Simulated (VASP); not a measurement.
# Ga16O25 (a cell with a defect) (O_i (split with O)) in VASP: a series of runs

Ga16O25 (a cell with a defect) (O_i (split with O)) is run at these levels: PBE; tasks: single point.

Program: VASP 6.6.1. These are calculated values, not measurements. Logs are shortened: lines on timing, memory, paths and dates and some standing lists are left out, and cuts for length are marked.

### Step 1. The cell of the first run

The cell holds a defect, 41 atoms: a = 5.399 Å, b = 10.798 Å, c = 10.798 Å, α = 55.86°, β = 55.86°, γ = 55.86°.

### Step 2. Single point, PBE

INCAR reads:

```
PREC = Accurate
ENCUT = 520
EDIFF = 1E-6
ISMEAR = 0
SIGMA = 0.01
LREAL = Auto
LASPH = True
NELM = 100
ALGO = Normal
ISIF = 2
LWAVE = False
LCHARG = False
GGA = PE
NBANDS = 205
```

KPOINTS reads:

```
Automatic mesh
0
Gamma
  1 1 1
  0.25 0.25 0.25
```

POSCAR reads:

```
Ga16O25
1.0
    2.5289754500      1.4601046700      4.5413080100
   -5.0579508900      2.9202093400      9.0826160100
    0.0000000000     -5.8404185800      9.0826160400
Ga O
16 25
Direct
    0.8845487981      0.4271316963      0.4297866138
    0.6764849436      0.3101780507      0.3145557613
    0.1531567050      0.0693119307      0.0706424263
    0.3783131504      0.1722219889      0.1731269797
    0.8547120176      0.4208197870      0.9357344964
    0.6487261379      0.3232838657      0.8194698821
    0.1514808694      0.0717605308      0.5707660897
    0.3636045928      0.1818347775      0.6750746795
    0.8574157308      0.9256188673      0.4273001147
    0.6416467071      0.8212217032      0.3241147970
    0.1345168199      0.5687335405      0.0701112696
    0.3438741939      0.6846991885      0.1637673317
    0.8578119228      0.9302514883      0.9248358842
    0.6420106318      0.8281128646      0.8195352927
    0.1142272157      0.5784891045      0.5994042498
    0.3528098975      0.6835484187      0.6811713504
    0.7621974618      0.2201505960      0.0250487877
    0.4527391847      0.0257897769      0.3733155224
    0.0914669055      0.3642586336      0.2161224257
    0.2703311364      0.2734896795      0.4708989483
    0.9609994415      0.1178475124      0.2741369668
    0.5512050465      0.4719572262      0.1244893268
    0.7621096687      0.2209142418      0.5262314192
    0.4499955772      0.0284450087      0.8727875318
    0.0506273602      0.3728811706      0.7314698339
    0.2587772240      0.2745301129      0.9719670116
    0.9518890182      0.1269395808      0.7742770728
    0.5571823893      0.4757059319      0.6214842916
    0.7454479415      0.7268240379      0.0210030696
    0.2316360650      0.5625841202      0.4119842324
    0.0553304872      0.8753373910      0.2199217633
    0.2460114646      0.7784732757      0.4777510672
    0.9348948830      0.6320546218      0.2630875292
    0.5592640574      0.9720080221      0.1235019869
    0.7282974283      0.7325967778      0.5344260728
    0.4478443796      0.5263448706      0.8736512838
    0.0496755306      0.8785345208      0.7235107139
    0.2527738823      0.7783088759      0.9658617325
    0.9434081374      0.6234393697      0.7863981866
    0.5566057936      0.9755199333      0.6230453112
    0.5763795647      0.5040562426      0.3324665555
```

Potentials or basis: VASP PAW PBE potentials, release 64 (Ga_d, O).

Run with:

```
cat potpaw_PBE.64/Ga_d/POTCAR potpaw_PBE.64/O/POTCAR > POTCAR
mpirun -np 1 vasp_std > vasp.out
```

OUTCAR:

```text
PREC = Accurate
   ENCUT = 520
   EDIFF = 1E-6
   ISMEAR = 0
   LREAL = Auto
   LASPH = True
   NELM = 100
   ISIF = 2
   GGA = PE

 ion  position               nearest neighbor table
   1  0.885  0.427  0.430-  20 1.90  28 1.94  33 1.97  41 2.00  23 2.18  19 2.25
   2  0.676  0.310  0.315-  21 1.88  41 1.94  20 1.97  22 1.98  23 2.14  19 2.14
   3  0.153  0.069  0.071-  24 1.94  17 1.94  31 1.94  21 2.07  34 2.09  26 2.11   4 2.89
   4  0.378  0.172  0.173-  19 1.89  17 1.92  18 1.94  34 2.06  26 2.11  21 2.15   3 2.89
   5  0.855  0.421  0.936-  22 1.91  26 1.95  39 1.99  17 2.05  25 2.07  36 2.14  15 2.84   6 2.88

   6  0.649  0.323  0.819-  27 1.94  26 1.95  28 1.96  25 2.08  36 2.09  17 2.13   5 2.88
   7  0.151  0.072  0.571-  23 1.93  37 1.95  18 1.96  40 2.09  27 2.11  20 2.12   8 2.91
   8  0.364  0.182  0.675-  23 1.94  24 1.95  25 1.96  20 2.08  40 2.12  27 2.13   7 2.91
   9  0.857  0.926  0.427-  21 1.94  32 1.95  40 1.96  35 2.05  18 2.09  31 2.12  10 2.87
  10  0.642  0.821  0.324-  32 1.95  33 1.96  34 1.96  18 2.09  31 2.12  35 2.13   9 2.87
  11  0.135  0.569  0.070-  19 1.92  36 1.94  29 1.95  33 2.05  22 2.16  38 2.18  12 2.86
  12  0.344  0.685  0.164-  31 1.94  29 1.96  38 2.01  22 2.09  30 2.10  33 2.10  41 2.13  11 2.86
                            14 2.90
  13  0.858  0.930  0.925-  38 1.94  34 1.95  27 1.95  37 2.07  24 2.09  29 2.12  14 2.86
  14  0.642  0.828  0.820-  40 1.93  38 1.95  39 1.96  29 2.06  24 2.07  37 2.09  13 2.86  12 2.90

  15  0.114  0.578  0.599-  30 1.83  39 1.92  25 1.96  35 2.01  28 2.09  32 2.09  16 2.79   5 2.84

  16  0.353  0.684  0.681-  35 1.89  37 1.92  36 1.93  32 2.11  39 2.14  28 2.17  15 2.79
  17  0.762  0.220  0.025-   4 1.92   3 1.94   5 2.05   6 2.13
  18  0.453  0.026  0.373-   4 1.94   7 1.96   9 2.09  10 2.09
  19  0.091  0.364  0.216-   4 1.89  11 1.92   2 2.14   1 2.25
  20  0.270  0.273  0.471-   1 1.90   2 1.97   8 2.08   7 2.12
  21  0.961  0.118  0.274-   2 1.88   9 1.94   3 2.07   4 2.15
  22  0.551  0.472  0.124-   5 1.91   2 1.98  12 2.09  11 2.16
  23  0.762  0.221  0.526-   7 1.93   8 1.94   2 2.14   1 2.18
  24  0.450  0.028  0.873-   3 1.94   8 1.95  14 2.07  13 2.09
  25  0.051  0.373  0.731-   8 1.96  15 1.96   5 2.07   6 2.08
  26  0.259  0.275  0.972-   6 1.95   5 1.95   4 2.11   3 2.11
  27  0.952  0.127  0.774-   6 1.94  13 1.95   7 2.11   8 2.13
  28  0.557  0.476  0.621-   1 1.94   6 1.96  15 2.09  16 2.17
  29  0.745  0.727  0.021-  11 1.95  12 1.96  14 2.06  13 2.12
  30  0.232  0.563  0.412-  41 1.45  15 1.83  12 2.10
  31  0.055  0.875  0.220-   3 1.94  12 1.94   9 2.12  10 2.12
  32  0.246  0.778  0.478-   9 1.95  10 1.95  15 2.09  16 2.11
  33  0.935  0.632  0.263-  10 1.96   1 1.97  11 2.05  12 2.10
  34  0.559  0.972  0.124-  13 1.95  10 1.96   4 2.06   3 2.09
  35  0.728  0.733  0.534-  16 1.89  15 2.01   9 2.05  10 2.13
  36  0.448  0.526  0.874-  16 1.93  11 1.94   6 2.09   5 2.14
  37  0.050  0.879  0.724-  16 1.92   7 1.95  13 2.07  14 2.09
  38  0.253  0.778  0.966-  13 1.94  14 1.95  12 2.01  11 2.18
  39  0.943  0.623  0.786-  15 1.92  14 1.96   5 1.99  16 2.14
  40  0.557  0.976  0.623-  14 1.93   9 1.96   7 2.09   8 2.12
  41  0.576  0.504  0.332-  30 1.45   2 1.94   1 2.00  12 2.13

  LATTYP: Found a base centered monoclinic cell.
 ALAT       =    14.7964817495
 B/A-ratio  =     0.6836693984
 C/A-ratio  =     0.3648959286
 COS(beta)  =    -0.0893299994

  Lattice vectors:

 A1 = (   7.5869263400,  -1.4601046700,  -4.5413080000)
 A2 = (   2.5289754500,   7.3005232500,  -4.5413080300)
 A3 = (   2.5289754500,   1.4601046700,   4.5413080100)

Analysis of symmetry for initial positions (statically):
=====================================================================
 Subroutine PRICEL returns:
 Original cell was already a primitive cell.

 Routine SETGRP: Setting up the symmetry group for a
 base centered monoclinic supercell.

 Subroutine GETGRP returns: Found  1 space group operations
 (whereof  1 operations were pure point group operations)
 out of a pool of  4 trial point group operations.

The static configuration has the point symmetry C_1 .

Analysis of symmetry for dynamics (positions and initial velocities):
=====================================================================
 Subroutine PRICEL returns:
 Original cell was already a primitive cell.

 Routine SETGRP: Setting up the symmetry group for a
 base centered monoclinic supercell.

 Subroutine GETGRP returns: Found  1 space group operations
 (whereof  1 operations were pure point group operations)
 out of a pool of  4 trial point group operations.

The dynamic configuration has the point symmetry C_1 .

 Subroutine INISYM returns: Found  1 space group operations
 (whereof  1 operations are pure point group operations),
 and found     1 'primitive' translations

----------------------------------------------------------------------------------------

                                     Primitive cell

  volume of cell :     402.4582

  direct lattice vectors                    reciprocal lattice vectors
     2.528975450  1.460104670  4.541308010     0.197708523  0.114147069  0.073400291
    -5.057950890  2.920209340  9.082616010    -0.098854261  0.057073535  0.036700146
     0.000000000 -5.840418580  9.082616040    -0.000000000 -0.114147069  0.036700146

  length of vectors
     5.399175948 10.798351883 10.798351880     0.239803703  0.119901852  0.119901852

  position of ions in fractional coordinates (direct lattice)
     0.884548798  0.427131696  0.429786614
     0.676484944  0.310178051  0.314555761
     0.153156705  0.069311931  0.070642426
     0.378313150  0.172221989  0.173126980
     0.854712018  0.420819787  0.935734496
     0.648726138  0.323283866  0.819469882
[... 33 lines left out ...]
     0.556605794  0.975519933  0.623045311
     0.576379565  0.504056243  0.332466555

  ion indices of the primitive-cell ions
   primitive index   ion index
                 1           1
                 2           2
                 3           3
                 4           4
                 5           5
                 6           6
[... 33 lines left out ...]
                40          40
                41          41

----------------------------------------------------------------------------------------

 KPOINTS: Automatic mesh

Automatic generation of k-mesh.
 Grid dimensions read from file:
 generate k-points for:    1    1    1

 Generating k-lattice:

  Cartesian coordinates                     Fractional coordinates (reciprocal lattice)
     0.197708523  0.114147069  0.073400291     1.000000000  0.000000000  0.000000000
    -0.098854261  0.057073535  0.036700146     0.000000000  1.000000000  0.000000000
    -0.000000000 -0.114147069  0.036700146     0.000000000  0.000000000  1.000000000

  Length of vectors
     0.239803703  0.119901852  0.119901852

  Shift w.r.t. Gamma in fractional coordinates (k-lattice)
     0.250000000  0.250000000  0.250000000

 Subroutine IBZKPT returns following result:
 ===========================================

 Found      1 irreducible k-points:

 Following reciprocal coordinates:
            Coordinates               Weight
  0.250000  0.250000  0.250000      2.000000
   k-points           NKPTS =      1   k-points in BZ     NKDIM =      1   number of bands    NBANDS=    205
   number of dos      NEDOS =    301   number of ions     NIONS =     41
   total plane-waves  NPLWV = 256000
   dimension x,y,z NGX =    40 NGY =   80 NGZ =   80
   dimension x,y,z NGXF=    80 NGYF=  160 NGZF=  160
   ions per type =              16  25
   NGX,Y,Z   is equivalent  to a cutoff of  12.32, 12.32, 12.32 a.u.
   NGXF,Y,Z  is equivalent  to a cutoff of  24.63, 24.63, 24.63 a.u.
 SYSTEM =  unknown system
   PREC   = accura    normal or accurate (medium, high low for compatibility)
   ISTART =      0    job   : 0-new  1-cont  2-samecut
   ICHARG =      2    charge: 1-file 2-atom 10-const
   ISPIN  =      1    spin polarized calculation?
   LNONCOLLINEAR =      F non collinear calculations
   LSORBIT =      F    spin-orbit coupling
   LASPH  =      T    aspherical Exc in radial PAW
   ENCUT  =  520.0 eV  38.22 Ry    6.18 a.u.  10.04 20.08 20.08*2*pi/ulx,y,z
   NELM   =    100;   NELMIN=  2; NELMDL= -5     # of ELM steps
   EDIFF  = 0.1E-05   stopping-criterion for ELM
   LREAL  =      T    real-space projection
   EDIFFG = 0.1E-04   stopping-criterion for IOM
   NSW    =      0    number of steps for IOM
   IBRION =     -1    ionic relax: 0-MD 1-quasi-New 2-CG
   NFREE  =      0    steps in history (QN), initial steepest desc. (CG)
   ISIF   =      2    stress and relaxation
   ISYM   =      2    0-nonsym 1-usesym 2-fastsym
   POTIM  = 0.5000    time-step for ionic-motion
   TEBEG  =    0.0;   TEEND  =   0.0 temperature during run
   PSTRESS=    0.0 pullay stress
   NELECT =     358.0000    total number of electrons
   NUPDOWN=      -1.0000    fix difference up-down
   EMIN   =  10.00;   EMAX   =-10.00  energy-range for DOS
   EFERMI =   0.00;   METHOD = LEGACY
   ISMEAR =     0;   SIGMA  =   0.01  broadening in eV -4-tet -1-fermi 0-gaus
   EFERMI_NEDOS =   21; number of points for ismear=-14 and -15
   IALGO  =     38    algorithm
   IMIX   =      4    mixing-type and parameters
     AMIX     =   0.40;   BMIX     =  1.00
     AMIX_MAG =   1.60;   BMIX_MAG =  1.00
  volume/ion in A,a.u.               =       9.82        66.24
  Fermi-wavevector in a.u.,A,eV,Ry     =   1.574450  2.975279 33.727389  2.478893
  Thomas-Fermi vector in A             =   2.675583
   LORBIT       =      0    0 simple, 1 ext, 2 COOP (PROOUT), +10 PAW based schemes
   GGA     = PE    functional components
   LHFCALC =     F    Hartree Fock is set to
   AEXX    =    0.0000 exact exchange contribution
   IVDW    =     0    specifies the selected vdW correction
   LEPSILON=     F    determine dielectric tensor
   LRPA    =     F    only Hartree local field effects (RPA)
 non-spin polarized calculation
 Gauss-broadening in eV      SIGMA  =   0.01
  energy-cutoff  :      520.00
  volume of cell :      402.46
 maximum number of plane-waves:     10836
 NGX is ok and might be reduce to    40
   NGX = 21   NGY = 41   NGZ = 41

 number of electron     358.0000006 magnetization

 Free energy of the ion-electron system (eV)
  ---------------------------------------------------
  ext. energy  EPLUGINS =         0.00000000
  ---------------------------------------------------
  free energy    TOTEN  =      -239.16819255 eV

  energy without entropy =     -239.16819255  energy(sigma->0) =     -239.16819255

 E-fermi :   5.0569     XC(G=0): -12.0618

 val. band max:        5.0084891342   @ k =   0.2500   0.2500   0.2500
 cond. band min:       7.8320392195   @ k =   0.2500   0.2500   0.2500
 fundamental gap:      2.8235500854
 Fermi energy:         5.0569233790

 k-point     1 :       0.2500    0.2500    0.2500
  band No.  band energies     occupation
      1     -17.1688      2.00000
      2     -14.2710      2.00000
      3     -13.6368      2.00000
      4     -13.5441      2.00000
      5     -13.4849      2.00000
      6     -13.4599      2.00000
[... 183 lines left out ...]
    190      11.0110      0.00000
    191      11.0913      0.00000
 [bands above 191 left out]

------------------------ aborting loop because EDIFF is reached ----------------------------------------

  FORCE on cell =-STRESS in cart. coord.  units (eV):
  Direction    XX          YY          ZZ          XY          YZ          ZX
  --------------------------------------------------------------------------------------
  -------------------------------------------------------------------------------------
  Total       17.9327960     15.7157756     13.1555260      1.6717063     -3.3082647     -0.5002034
  in kB       71.3900674     62.5641579     52.3718604      6.6550260    -13.1701291     -1.9912989
  external PRESSURE =      62.1086952 kB  Pullay stress =       0.0000000 kB

 VOLUME and BASIS-vectors are now :
 -----------------------------------------------------------------------------
  energy-cutoff  :      520.00
  volume of cell :      402.46
      direct lattice vectors                 reciprocal lattice vectors
     2.528975450  1.460104670  4.541308010     0.197708523  0.114147069  0.073400291
    -5.057950890  2.920209340  9.082616010    -0.098854261  0.057073535  0.036700146
     0.000000000 -5.840418580  9.082616040    -0.000000000 -0.114147069  0.036700146

 POSITION                                       TOTAL-FORCE (eV/Angst)
 -----------------------------------------------------------------------------------
      0.07659      0.02871     11.80007         0.013950      0.014552     -0.006167
      0.14195      0.05639      8.74634         0.013572     -0.007440     -0.012442
      0.03675      0.01345      1.96668         0.001157      0.001299     -0.017730
      0.08565      0.04417      4.85471        -0.004134     -0.002973      0.006893
      0.03306     -2.98823     16.20257        -0.007660      0.003024      0.009355
      0.00546     -2.89478     13.32526         0.004466     -0.012845     -0.009374
[... 33 lines left out ...]
     -3.52649      0.02258     17.04687         0.005526     -0.000164     -0.002785
     -1.09184      0.37178     10.21533         0.172944      0.118981      0.063290
 -----------------------------------------------------------------------------------
    total drift:                                0.008234     -0.017814     -0.014229

  FREE ENERGIE OF THE ION-ELECTRON SYSTEM (eV)
  ---------------------------------------------------
  free  energy   TOTEN  =      -239.1681925450 eV

  energy  without entropy=     -239.1681925450  energy(sigma->0) =     -239.16819255
```

Wall time 6 min (1 thread of Intel Xeon Platinum 8488C (Sapphire Rapids), shared host); peak memory 0.55 GiB.

Results:

```
Free energy            : -239.1682 eV
Pressure               : 6.2 GPa
Largest force          : 0.219 eV/Å
Band gap on the k mesh : 2.82 eV
```

Forces in eV/Å, atoms in the order of the input:
```
Ga   0.014  0.015 -0.006
Ga   0.014 -0.007 -0.012
Ga   0.001  0.001 -0.018
Ga  -0.004 -0.003  0.007
Ga  -0.008  0.003  0.009
Ga   0.004 -0.013 -0.009
Ga  -0.010  0.007 -0.016
Ga   0.000 -0.002  0.013
Ga  -0.003  0.010  0.007
Ga   0.015 -0.001 -0.014
Ga  -0.011 -0.005 -0.007
Ga  -0.011  0.012  0.009
Ga   0.000 -0.006  0.018
Ga  -0.006  0.004 -0.020
Ga   0.002  0.003 -0.009
Ga   0.000 -0.003  0.001
O   -0.001  0.003 -0.005
O   -0.005 -0.006 -0.002
O   -0.006 -0.010  0.012
O    0.009  0.003  0.005
O    0.004 -0.003 -0.001
O   -0.005 -0.002  0.001
O   -0.004  0.008  0.003
O   -0.005 -0.001  0.003
O    0.000  0.006  0.002
O   -0.002  0.002  0.002
O    0.001  0.001  0.006
O   -0.009  0.000  0.001
O    0.008 -0.001  0.005
O   -0.168 -0.125 -0.051
O   -0.003 -0.001  0.008
O    0.001 -0.002 -0.001
O   -0.003  0.000  0.001
O   -0.001 -0.002  0.001
O    0.003  0.003  0.006
O    0.006  0.002  0.005
O    0.005  0.001 -0.008
O    0.005  0.004 -0.020
O   -0.007 -0.011  0.013
O    0.006  0.000 -0.003
O    0.173  0.119  0.063
```

Stress tensor (GPa, compression positive):
```
 7.14  0.67 -0.20
 0.67  6.26 -1.32
-0.20 -1.32  5.24
```

Caveat: the k points lie up to 1.51 Å⁻¹ apart.

### Step 3. Single point, PBE

INCAR reads:

```
SYSTEM = Ga16O25
  ALGO = Normal
  EDIFF = 1E-7
  ENCUT = 520
  GGA = PE
  ISIF = 2
  ISMEAR = 0
  LASPH = .True.
  LCHARG = .False.
  LREAL = Auto
  LWAVE = .False.
  NBANDS = 205
  NELM = 80
  PREC = Accurate
  SIGMA = 0.01
```

KPOINTS is that of step 2.

Edit POSCAR of step 2 so:

```diff
@@ -2,5 +2,5 @@
 1.0
-    2.5289754500      1.4601046700      4.5413080100
-   -5.0579508900      2.9202093400      9.0826160100
-    0.0000000000     -5.8404185800      9.0826160400
+    2.5289754451      1.4601046709      4.5413080054
+   -5.0579508901      2.9202093417      9.0826160107
+    0.0000000000     -5.8404185822      9.0826160433
 Ga O
```

Potentials or basis: VASP PAW PBE potentials, release 64 (Ga_d, O).

Run with:

```
cat potpaw_PBE.64/Ga_d/POTCAR potpaw_PBE.64/O/POTCAR > POTCAR
mpirun -np 1 vasp_std > vasp.out
```

It took 5.8 min on 1 thread of Intel Xeon Platinum 8488C (Sapphire Rapids), shared host; peak memory 0.55 GiB.

The run converged. Its results:

```
Free energy            : -239.1682 eV
Pressure               : 6.2 GPa
Largest force          : 0.220 eV/Å
Band gap on the k mesh : 2.82 eV
```

Forces on the atoms (eV/Å):
```
Ga   0.014  0.015 -0.006
Ga   0.013 -0.007 -0.013
Ga   0.001  0.001 -0.018
Ga  -0.004 -0.003  0.008
Ga  -0.008  0.003  0.010
Ga   0.004 -0.013 -0.010
Ga  -0.010  0.007 -0.016
Ga   0.000 -0.002  0.013
Ga  -0.003  0.010  0.008
Ga   0.015 -0.002 -0.014
Ga  -0.011 -0.006 -0.007
Ga  -0.012  0.013  0.009
Ga   0.000 -0.006  0.019
Ga  -0.006  0.004 -0.020
Ga   0.002  0.003 -0.009
Ga   0.001 -0.003  0.001
O   -0.001  0.003 -0.005
O   -0.005 -0.006 -0.002
O   -0.006 -0.010  0.012
O    0.009  0.003  0.005
O    0.003 -0.003 -0.001
O   -0.005 -0.002  0.002
O   -0.005  0.008  0.003
O   -0.005 -0.001  0.003
O    0.000  0.006  0.002
O   -0.002  0.002  0.002
O    0.001  0.001  0.007
O   -0.009  0.000  0.001
O    0.008 -0.001  0.005
O   -0.169 -0.126 -0.051
O   -0.003 -0.001  0.008
O    0.001 -0.002 -0.001
O   -0.003  0.000  0.001
O   -0.001 -0.002  0.002
O    0.003  0.003  0.006
O    0.007  0.002  0.005
O    0.005  0.001 -0.008
O    0.005  0.004 -0.020
O   -0.007 -0.011  0.013
O    0.005  0.000 -0.003
O    0.174  0.120  0.063
```

Stress tensor (GPa, compression positive):
```
 7.13  0.67 -0.20
 0.67  6.24 -1.32
-0.20 -1.32  5.23
```

Levels at points of the mesh, in eV from the valence-band top:
```tsv
k point	band 176	band 177	band 178	band 179	band 180	band 181	band 182	band 183
(0.25, 0.25, 0.25)	-0.93	-0.87	-0.38	0.00	2.82	4.86	5.25	5.31
```

Caveat: the k points lie up to 1.51 Å⁻¹ apart.
